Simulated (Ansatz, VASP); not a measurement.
## One calculation of BaS, two programs

File INCAR:

```
PREC     = Accurate       # precision mode
ENCUT    = 520            # plane-wave cutoff, eV
EDIFF    = 1E-6           # SCF threshold, eV
ISMEAR   = 0              # smearing method
SIGMA    = 0.05           # smearing width, eV
LREAL    = False          # projectors in reciprocal space
LASPH    = True           # aspherical terms in the spheres
NELM     = 150            # most SCF steps
ALGO     = Normal         # electronic algorithm
ISIF     = 2              # what is computed and relaxed
LWAVE    = False          # write WAVECAR
LCHARG   = False          # write CHGCAR
MAGMOM   = 0 0 0 0 0 0    # initial moments
LORBIT   = 11             # projections on sites
LSORBIT  = True           # spin-orbit coupling
GGA_COMPAT= False        
LORBMOM  = True         
GGA      = PE             # functional
NBANDS   = 28             # bands
```

KPOINTS

```
regular mesh
0
Gamma
  6 6 6
```

The input POSCAR:

```
BaS
1.0
    0.0000000000      3.2129006479      3.2129006479
    3.2129006479      0.0000000000      3.2129006479
    3.2129006479      3.2129006479      0.0000000000
Ba S
1 1
Direct
    0.5000000000      0.5000000000      0.5000000000
    0.0000000000      0.0000000000      0.0000000000
```

Input for Ansatz:

```yaml
crystal:
  lattice:
    - [0.0, 3.2129006479, 3.2129006479]
    - [3.2129006479, 0.0, 3.2129006479]
    - [3.2129006479, 3.2129006479, 0.0]
  atoms:
    - { symbol: Ba, position: [0.5, 0.5, 0.5] }
    - { symbol: S, position: [0.0, 0.0, 0.0] }
basis:
  ecutwfc: "600 eV"
  ecutrho_ratio: 4
kpoints:
  mp_grid: { grid: [6, 6, 6] }
hamiltonian:
  xc: pbe
scf:
  occupations: { method: gaussian, width: 0.05 }
  n_extra_bands: 8
output:
  forces: true
  stress: true
  write_density: true
  write_potential: true
  elf: true
  volumetric_format: npy
magnetization:
  noncollinear: true
  spin_orbit: true
```

Alike in both runs: task single point; functional PBE; k mesh 6 × 6 × 6; occupations gaussian, width 0.05 eV; non-collinear spin, spin-orbit coupling.

```csv
,VASP,Ansatz
version,VASP 6.6.1,Ansatz 0.2.0
potentials or method,"VASP PAW PBE potentials, release 64 (Ba_sv, S), cutoff 520 eV","plane waves, PAW"
valence electrons in the cell,16,16
```

|  | VASP | Ansatz | Ansatz less VASP |
| --- | --- | --- | --- |
| pressure (GPa) | 0.6 | 0.0 | -0.55 |
| net moment per atom (μB) | 0.00 | 0.00 | 0.000 |
